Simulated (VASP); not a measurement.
# SiGe3Ru2 (P4/mmm) in VASP: notebook

Runs on SiGe3Ru2. Level: PBE. Tasks: relaxation of cell and atoms, single point.

Everything below comes from runs of VASP 6.6.1. Logs are shortened: lines on timing, memory, paths and dates and some standing lists are left out, and cuts for length are marked.

## (1) The cell of the first run

The structure is tetragonal, space group P4/mmm (No. 123). The conventional cell has a = 3.602 Å, b = 3.602 Å, c = 9.164 Å, α = 90.00°, β = 90.00°, γ = 90.00°. Si (site symmetry 4/mmm) has 4 Ge at 2.55 Å within 3.4 Å. Within 3.4 Å of Ge (site symmetry 4mm) lie 4 Ru at 2.61 Å and 1 Ge at 2.69 Å. Ge (site symmetry 4/mmm) has 4 Si at 2.55 Å and 2 Ge at 2.69 Å within 3.4 Å. Ru (site symmetry mmm) has 4 Ru at 2.55 Å and 4 Ge at 2.61 Å within 3.4 Å.

The cell was generated, and may not be a known phase.

## (2) Relaxation of cell and atoms, PBE

File INCAR:

```
SYSTEM = SiGe3Ru2
ALGO = Normal ; EDIFF = 1E-7
EDIFFG = -0.04 ; ENCUT = 600
GGA = PE ; IBRION = 2
ISIF = 3 ; ISMEAR = 0
LASPH = .True. ; LCHARG = .False.
LREAL = .False. ; LWAVE = .False.
NELM = 100 ; NSW = 90
PREC = Accurate ; SIGMA = 0.1
```

File KPOINTS:

```
k-points
0
Gamma
  6 6 2
  0 0 0
```

File POSCAR:

```
SiGe3Ru2
1.0
    3.6019243022      0.0000000000      0.0000000000
    0.0000000000      3.6019243022      0.0000000000
    0.0000000000      0.0000000000      9.1642447532
Si Ge Ru
1 3 2
Direct
    0.0000000000      0.0000000000      0.0000000000
    0.5000000000      0.5000000000      0.7064367027
    0.5000000000      0.5000000000      0.2935632973
    0.5000000000      0.5000000000      0.0000000000
    0.0000000000      0.5000000000      0.5000000000
    0.5000000000      0.0000000000      0.5000000000
```

Potentials or basis: VASP PAW PBE potentials, release 64 (Si, Ge_d, Ru_pv).

The run is started by

```sh
$ cat potpaw_PBE.64/Si/POTCAR potpaw_PBE.64/Ge_d/POTCAR potpaw_PBE.64/Ru_pv/POTCAR > POTCAR
$ mpirun -np 1 vasp_std > vasp.out
```

OUTCAR:

```text
SYSTEM = SiGe3Ru2
   EDIFF = 1E-7
   EDIFFG = -0.04
   ENCUT = 600
   GGA = PE
   IBRION = 2
   ISIF = 3
   ISMEAR = 0
   LASPH = .True.
   LREAL = .False.
   NELM = 100
   NSW = 90
   PREC = Accurate

 ion  position               nearest neighbor table
   1  0.000  0.000  0.000-   4 2.55   4 2.55   4 2.55   4 2.55
   2  0.500  0.500  0.706-   5 2.61   6 2.61   6 2.61   5 2.61   4 2.69
   3  0.500  0.500  0.294-   5 2.61   6 2.61   6 2.61   5 2.61   4 2.69
   4  0.500  0.500  0.000-   1 2.55   1 2.55   1 2.55   1 2.55   3 2.69   2 2.69
   5  0.000  0.500  0.500-   6 2.55   6 2.55   6 2.55   6 2.55   2 2.61   3 2.61   2 2.61   3 2.61

   6  0.500  0.000  0.500-   5 2.55   5 2.55   5 2.55   5 2.55   3 2.61   3 2.61   2 2.61   2 2.61

  LATTYP: Found a simple tetragonal cell.
 ALAT       =     3.6019243022
 C/A-ratio  =     2.5442635615

  Lattice vectors:

 A1 = (   3.6019243022,   0.0000000000,   0.0000000000)
 A2 = (   0.0000000000,   3.6019243022,   0.0000000000)
 A3 = (   0.0000000000,   0.0000000000,   9.1642447532)

Analysis of symmetry for initial positions (statically):
=====================================================================
 Subroutine PRICEL returns:
 Original cell was already a primitive cell.

 Routine SETGRP: Setting up the symmetry group for a
 simple tetragonal supercell.

 Subroutine GETGRP returns: Found 16 space group operations
 (whereof 16 operations were pure point group operations)
 out of a pool of 16 trial point group operations.

The static configuration has the point symmetry D_4h.

Analysis of symmetry for dynamics (positions and initial velocities):
=====================================================================
 Subroutine PRICEL returns:
 Original cell was already a primitive cell.

 Routine SETGRP: Setting up the symmetry group for a
 simple tetragonal supercell.

 Subroutine GETGRP returns: Found 16 space group operations
 (whereof 16 operations were pure point group operations)
 out of a pool of 16 trial point group operations.

The dynamic configuration has the point symmetry D_4h.

 Subroutine INISYM returns: Found 16 space group operations
 (whereof 16 operations are pure point group operations),
 and found     1 'primitive' translations

----------------------------------------------------------------------------------------

                                     Primitive cell

  volume of cell :     118.8956

  direct lattice vectors                    reciprocal lattice vectors
     3.601924302  0.000000000  0.000000000     0.277629377  0.000000000  0.000000000
     0.000000000  3.601924302  0.000000000     0.000000000  0.277629377  0.000000000
     0.000000000  0.000000000  9.164244753     0.000000000  0.000000000  0.109119739

  length of vectors
     3.601924302  3.601924302  9.164244753     0.277629377  0.277629377  0.109119739

  position of ions in fractional coordinates (direct lattice)
     0.000000000  0.000000000  0.000000000
     0.500000000  0.500000000  0.706436703
     0.500000000  0.500000000  0.293563297
     0.500000000  0.500000000  0.000000000
     0.000000000  0.500000000  0.500000000
     0.500000000  0.000000000  0.500000000

  ion indices of the primitive-cell ions
   primitive index   ion index
                 1           1
                 2           2
                 3           3
                 4           4
                 5           5
                 6           6

----------------------------------------------------------------------------------------

 KPOINTS: k-points

Automatic generation of k-mesh.
 Grid dimensions read from file:
 generate k-points for:    6    6    2

 Generating k-lattice:

  Cartesian coordinates                     Fractional coordinates (reciprocal lattice)
     0.046271563  0.000000000  0.000000000     0.166666667  0.000000000  0.000000000
     0.000000000  0.046271563  0.000000000     0.000000000  0.166666667  0.000000000
     0.000000000  0.000000000  0.054559870     0.000000000  0.000000000  0.500000000

  Length of vectors
     0.046271563  0.046271563  0.054559870

  Shift w.r.t. Gamma in fractional coordinates (k-lattice)
     0.000000000  0.000000000  0.000000000

 Subroutine IBZKPT returns following result:
 ===========================================

 Found     20 irreducible k-points:

 Following reciprocal coordinates:
            Coordinates               Weight
  0.000000  0.000000  0.000000      1.000000
  0.166667  0.000000  0.000000      4.000000
  0.333333  0.000000  0.000000      4.000000
  0.500000  0.000000  0.000000      2.000000
  0.166667  0.166667  0.000000      4.000000
  0.333333  0.166667  0.000000      8.000000
[... 12 lines left out ...]
  0.500000  0.333333  0.500000      4.000000
  0.500000  0.500000  0.500000      1.000000
   k-points           NKPTS =     20   k-points in BZ     NKDIM =     20   number of bands    NBANDS=     44
   number of dos      NEDOS =    301   number of ions     NIONS =      6
   total plane-waves  NPLWV =  72000
   dimension x,y,z NGX =    30 NGY =   30 NGZ =   80
   dimension x,y,z NGXF=    60 NGYF=   60 NGZF=  160
   ions per type =               1   3   2
   NGX,Y,Z   is equivalent  to a cutoff of  13.85, 13.85, 14.51 a.u.
   NGXF,Y,Z  is equivalent  to a cutoff of  27.69, 27.69, 29.03 a.u.
 SYSTEM =  SiGe3Ru2
   PREC   = accura    normal or accurate (medium, high low for compatibility)
   ISTART =      0    job   : 0-new  1-cont  2-samecut
   ICHARG =      2    charge: 1-file 2-atom 10-const
   ISPIN  =      1    spin polarized calculation?
   LNONCOLLINEAR =      F non collinear calculations
   LSORBIT =      F    spin-orbit coupling
   LASPH  =      T    aspherical Exc in radial PAW
   ENCUT  =  600.0 eV  44.10 Ry    6.64 a.u.   7.19  7.19 18.30*2*pi/ulx,y,z
   NELM   =    100;   NELMIN=  2; NELMDL= -5     # of ELM steps
   EDIFF  = 0.1E-06   stopping-criterion for ELM
   LREAL  =      F    real-space projection
   EDIFFG = -.4E-01   stopping-criterion for IOM
   NSW    =     90    number of steps for IOM
   IBRION =      2    ionic relax: 0-MD 1-quasi-New 2-CG
   NFREE  =      1    steps in history (QN), initial steepest desc. (CG)
   ISIF   =      3    stress and relaxation
   ISYM   =      2    0-nonsym 1-usesym 2-fastsym
   POTIM  = 0.5000    time-step for ionic-motion
   TEBEG  =    0.0;   TEEND  =   0.0 temperature during run
   PSTRESS=    0.0 pullay stress
   NELECT =      74.0000    total number of electrons
   NUPDOWN=      -1.0000    fix difference up-down
   EMIN   =  10.00;   EMAX   =-10.00  energy-range for DOS
   EFERMI =   0.00;   METHOD = LEGACY
   ISMEAR =     0;   SIGMA  =   0.10  broadening in eV -4-tet -1-fermi 0-gaus
   EFERMI_NEDOS =   21; number of points for ismear=-14 and -15
   IALGO  =     38    algorithm
   IMIX   =      4    mixing-type and parameters
     AMIX     =   0.40;   BMIX     =  1.00
     AMIX_MAG =   1.60;   BMIX_MAG =  1.00
  volume/ion in A,a.u.               =      19.82       133.72
  Fermi-wavevector in a.u.,A,eV,Ry     =   1.397752  2.641368 26.581847  1.953711
  Thomas-Fermi vector in A             =   2.520977
   LORBIT       =      0    0 simple, 1 ext, 2 COOP (PROOUT), +10 PAW based schemes
   GGA     = PE    functional components
   LHFCALC =     F    Hartree Fock is set to
   AEXX    =    0.0000 exact exchange contribution
   IVDW    =     0    specifies the selected vdW correction
   LEPSILON=     F    determine dielectric tensor
   LRPA    =     F    only Hartree local field effects (RPA)
 conjugate gradient relaxation of ions
 non-spin polarized calculation
 Gauss-broadening in eV      SIGMA  =   0.10
  energy-cutoff  :      600.00
  volume of cell :      118.90
 maximum number of plane-waves:      4024
 NGX is ok and might be reduce to    30
   NGX = 15   NGY = 15   NGZ = 37

--------------------------------------- Ionic step        1  -------------------------------------------

 number of electron      74.0000021 magnetization

 Free energy of the ion-electron system (eV)
  ---------------------------------------------------
  ext. energy  EPLUGINS =         0.00000000
  ---------------------------------------------------
  free energy    TOTEN  =       -34.31961896 eV

  energy without entropy =      -34.29144229  energy(sigma->0) =      -34.30553063

------------------------ aborting loop because EDIFF is reached ----------------------------------------

  FORCE on cell =-STRESS in cart. coord.  units (eV):
  Direction    XX          YY          ZZ          XY          YZ          ZX
  --------------------------------------------------------------------------------------
  -------------------------------------------------------------------------------------
  Total        0.7899852      0.7899852     -1.6630517      0.0000000      0.0000000      0.0000000
  in kB       10.6454415     10.6454415    -22.4104452      0.0000000      0.0000000      0.0000000
  external PRESSURE =      -0.3731874 kB  Pullay stress =       0.0000000 kB
[... 185 lines left out ...]
  energy  without entropy=      -34.3185783819  energy(sigma->0) =      -34.33292574

--------------------------------------- Ionic step        6  -------------------------------------------

 number of electron      74.0000033 magnetization

 Free energy of the ion-electron system (eV)
  ---------------------------------------------------
  ext. energy  EPLUGINS =         0.00000000
  ---------------------------------------------------
  free energy    TOTEN  =       -34.34802975 eV

  energy without entropy =      -34.31936725  energy(sigma->0) =      -34.33369850

 E-fermi :   6.3586     XC(G=0): -10.8541

 val. band max:        6.3528238981   @ k =   0.3333   0.0000   0.0000
 cond. band min:       6.3745456120   @ k =   0.1667   0.1667   0.5000
 fundamental gap:      0.0217217139
 Fermi energy:         6.3586496322

 k-point     1 :       0.0000    0.0000    0.0000
  band No.  band energies     occupation
      1     -36.5808      2.00000
      2     -36.5808      2.00000
      3     -36.1860      2.00000
      4     -35.9945      2.00000
      5     -35.8176      2.00000
      6     -35.8176      2.00000
[... 962 lines left out ...]
  FREE ENERGIE OF THE ION-ELECTRON SYSTEM (eV)
  ---------------------------------------------------
  free  energy   TOTEN  =       -34.3480297550 eV

  energy  without entropy=      -34.3193672470  energy(sigma->0) =      -34.33369850

 reached required accuracy - stopping structural energy minimisation
```

It took 7.6 min on 1 thread of Intel Xeon Platinum 8488C (Sapphire Rapids), shared host; peak memory 0.33 GiB.

Results:

| Quantity | Value |
| --- | --- |
| Free energy | -34.3480 eV |
| Relaxed volume | 19.72 Å³/atom |
| Relaxed cell | a = 3.638 Å, b = 3.638 Å, c = 8.943 Å, α = 90.00°, β = 90.00°, γ = 90.00° |
| Space group after relaxing (to 0.1 Å) | P4/mmm (No. 123) |
| Energy gained by relaxing | 4.7 meV/atom |
| Ionic steps | 6 |
| Pressure after relaxing | 0.0 GPa |
| Largest force after relaxing | 0.005 eV/Å |
| Band gap on the k mesh | zero (bands 37 and 38 overlap by 1.81 eV) |

Forces on the atoms (eV/Å):
```
Si   0.000  0.000  0.000
Ge   0.000  0.000  0.005
Ge   0.000  0.000 -0.005
Ge   0.000  0.000  0.000
Ru   0.000  0.000  0.000
Ru   0.000  0.000  0.000
```

Step by step:
| step | energy change (eV) | largest force (eV/Å) | pressure (GPa) | volume (Å³) |
| --- | --- | --- | --- | --- |
| 1 | 0.0000 | 0.0906 | -0.04 | 118.90 |
| 2 | -0.0229 | 0.0567 | -0.27 | 118.80 |
| 3 | -0.0275 | 0.0334 | -0.36 | 118.68 |
| 4 | -0.0280 | 0.0390 | -0.34 | 118.71 |
| 5 | -0.0277 | 0.0621 | 0.48 | 117.88 |
| 6 | -0.0284 | 0.0054 | 0.00 | 118.34 |

Final structure:
```
Si Ge Ru
1.0
     3.63771    0.00000    0.00000
     0.00000    3.63771    0.00000
     0.00000    0.00000    8.94289
Si Ge Ru
1 3 2
Direct
  0.00000 0.00000 0.00000
  0.50000 0.50000 0.70550
  0.50000 0.50000 0.29450
  0.50000 0.50000 0.00000
  0.00000 0.50000 0.50000
  0.50000 0.00000 0.50000
```

Levels at points of the mesh, in eV from the Fermi level:
```tsv
k point	band 33	band 34	band 35	band 36	band 37	band 38	band 39	band 40	band 41	band 42
(0.00, 0.00, 0.00)	-1.39	-0.52	0.11	0.11	0.18	1.52	2.00	2.00	2.33	3.29
(0.50, 0.00, 0.00)	-1.92	-1.19	-0.98	-0.92	-0.68	0.75	1.08	1.42	1.76	1.98
(0.50, 0.50, 0.00)	-2.73	-1.24	-1.24	-0.77	-0.77	0.24	0.43	0.74	0.83	1.34
(0.00, 0.00, 0.50)	-1.30	-0.52	0.12	0.12	1.21	1.52	1.62	1.62	1.65	3.29
(0.50, 0.00, 0.50)	-1.67	-1.49	-1.19	-0.96	-0.20	-0.12	0.37	1.19	1.77	2.93
(0.50, 0.50, 0.50)	-2.36	-1.16	-0.77	-0.77	-0.60	-0.60	0.24	0.30	0.83	1.95
```

[end of part 1 of 2]

The gap in the log of VASP goes by the Fermi energy; the results here count the filled bands.